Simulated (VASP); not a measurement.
# Mg7ZnO8: single point with HSE06

The system is Mg7ZnO8.

```xyz
64
Lattice="8.4411 0.0000 0.0000 0.0000 8.4411 0.0000 0.0000 0.0000 8.4411" Properties=species:S:1:pos:R:3 pbc="T T T"
O     2.1338    0.0040    8.4407
O     2.1336    0.0027    4.2188
O     2.1119    4.2226    0.0188
O     2.1120    4.2231    4.1980
O     6.3078    0.0031    8.4386
O     6.3084    0.0017    4.2183
O     6.3287    4.2224    8.4173
O     6.3303    4.2238    4.2399
O     8.4405    2.1393    8.4398
O     0.0016    2.1391    4.2191
O     8.4408    6.3066    8.4388
O     0.0010    6.3064    4.2182
O     4.2200    2.1160    8.4389
O     4.2202    2.1171    4.2188
O     4.2210    6.3302    8.4399
O     4.2197    6.3283    4.2179
O     0.0007    0.0033    2.1083
O     8.4400    0.0015    6.3287
O     0.0204    4.2233    2.1086
O     8.4205    4.2227    6.3286
O     4.2196    0.0029    2.1086
O     4.2225    0.0030    6.3287
O     4.1998    4.2229    2.1071
O     4.2419    4.2226    6.3294
O     2.1074    2.1081    2.1086
O     2.1058    2.0859    6.3291
O     2.1068    6.3382    2.1073
O     2.1076    6.3606    6.3308
O     6.3341    2.0870    2.1083
O     6.3341    2.1076    6.3284
O     6.3354    6.3602    2.1084
O     6.3340    6.3389    6.3292
Zn    0.0006    0.0027    8.4400
Zn    8.4403    0.0027    4.2193
Zn    2.1075    4.2212    6.3275
Zn    6.3324    4.2232    2.1067
Mg    0.0006    4.2230    8.4400
Mg    8.4403    4.2222    4.2179
Mg    4.2204    0.0023    8.4389
Mg    4.2218    0.0039    4.2187
Mg    4.2203    4.2229    8.4388
Mg    4.2210    4.2215    4.2185
Mg    2.1083    2.1126    8.4389
Mg    2.1075    2.1119    4.2193
Mg    2.1088    6.3342    8.4377
Mg    2.1084    6.3339    4.2207
Mg    6.3323    2.1119    8.4397
Mg    6.3333    2.1132    4.2178
Mg    6.3329    6.3338    8.4408
Mg    6.3332    6.3334    4.2170
Mg    2.1071    0.0019    2.1093
Mg    2.1070    0.0025    6.3290
Mg    2.1086    4.2239    2.1082
Mg    6.3338    0.0030    2.1083
Mg    6.3343    0.0025    6.3292
Mg    6.3327    4.2231    6.3295
Mg    8.4404    2.1116    2.1081
Mg    0.0010    2.1116    6.3300
Mg    8.4405    6.3350    2.1082
Mg    0.0010    6.3335    6.3292
Mg    4.2207    2.1132    2.1080
Mg    4.2189    2.1134    6.3290
Mg    4.2212    6.3325    2.1091
Mg    4.2194    6.3318    6.3279
```

```yaml
Program: VASP 6.6.1
Task: single point
Functional: HSE06
Potentials_or_basis: VASP PAW PBE potentials, release 64 (O, Zn, Mg)
Cutoff: 520 eV
k_mesh: 1 × 1 × 1
Occupations: fermi-dirac, width 0.05 eV
Spin: no spin polarisation
Dipole_correction: no
Grid_for_exact_exchange_PRECFOCK: Fast
Further_INCAR_settings: LREAL = Auto; ALGO = Normal; EDIFF = 1e-06; NBANDS = 186
Share_of_exact_exchange: 0.25
Screening_parameter: 0.2079 1/Å
```

```json
{
  "Pressure": "-1.4 GPa",
  "Largest force": "0.082 eV/Å",
  "Band gap on the k mesh": "5.45 eV"
}
```

Forces on the atoms (eV/Å):
```
O    0.057 -0.013  0.001
O    0.065 -0.005 -0.014
O    0.006  0.003  0.046
O    0.007 -0.001 -0.047
O   -0.062 -0.004 -0.005
O   -0.072  0.011  0.015
O    0.000  0.005 -0.035
O   -0.018 -0.008  0.041
O    0.006  0.080 -0.005
O   -0.019  0.080 -0.005
O    0.005 -0.082  0.006
O   -0.004 -0.079  0.007
O    0.004  0.035  0.000
O    0.006  0.029 -0.001
O   -0.003 -0.034 -0.004
O    0.011 -0.017  0.008
O    0.012 -0.008  0.005
O   -0.003  0.006  0.010
O    0.051 -0.003 -0.005
O   -0.048  0.002  0.004
O   -0.002 -0.006  0.005
O   -0.006 -0.006 -0.002
O   -0.046  0.002  0.011
O    0.038  0.001 -0.008
O   -0.021 -0.027  0.002
O   -0.007 -0.061  0.001
O   -0.018  0.035  0.008
O   -0.019  0.050 -0.016
O    0.015 -0.067  0.005
O    0.019 -0.026  0.000
O    0.004  0.056 -0.002
O    0.017  0.023 -0.007
Zn  -0.004 -0.001 -0.009
Zn   0.006 -0.003 -0.004
Zn   0.008  0.013  0.009
Zn  -0.002  0.000  0.006
Mg  -0.005  0.001 -0.008
Mg   0.009  0.010  0.004
Mg   0.003  0.002  0.002
Mg  -0.010 -0.013  0.001
Mg   0.000  0.002 -0.001
Mg  -0.002  0.013 -0.001
Mg   0.022  0.000  0.021
Mg   0.027  0.004 -0.021
Mg   0.021 -0.006  0.026
Mg   0.020 -0.005 -0.028
Mg  -0.021  0.006 -0.020
Mg  -0.022 -0.003  0.021
Mg  -0.024  0.001 -0.031
Mg  -0.021 -0.003  0.028
Mg   0.062  0.006 -0.005
Mg   0.061  0.001  0.002
Mg   0.008 -0.006  0.002
Mg  -0.057 -0.001 -0.002
Mg  -0.061 -0.005 -0.001
Mg  -0.007  0.001 -0.004
Mg   0.021  0.034  0.002
Mg  -0.025  0.031 -0.007
Mg   0.022 -0.037  0.002
Mg  -0.024 -0.027 -0.003
Mg  -0.017 -0.021 -0.002
Mg   0.027 -0.025  0.003
Mg  -0.019  0.026 -0.008
Mg   0.028  0.029  0.009
```

Stress tensor (GPa, compression positive):
```
-1.37  0.00  0.00
 0.00 -1.31  0.00
 0.00  0.00 -1.42
```

Levels at points of the mesh, in eV from the valence-band top:
| k point | band 145 | band 146 | band 147 | band 148 | band 149 | band 150 | band 151 | band 152 |
| --- | --- | --- | --- | --- | --- | --- | --- | --- |
| (0.00, 0.00, 0.00) | -0.45 | -0.45 | -0.27 | 0.00 | 5.45 | 7.85 | 8.32 | 8.90 |

It took 23 min on 1 thread of Oxide Virtual Turin-like Processor, on a shared host, peak memory 0.86 GiB.

Caveat: the k points lie up to 0.74 Å⁻¹ apart; the PAW data sets were made with another functional, which shifts forces and pressure a little. A k mesh can miss the band edges.
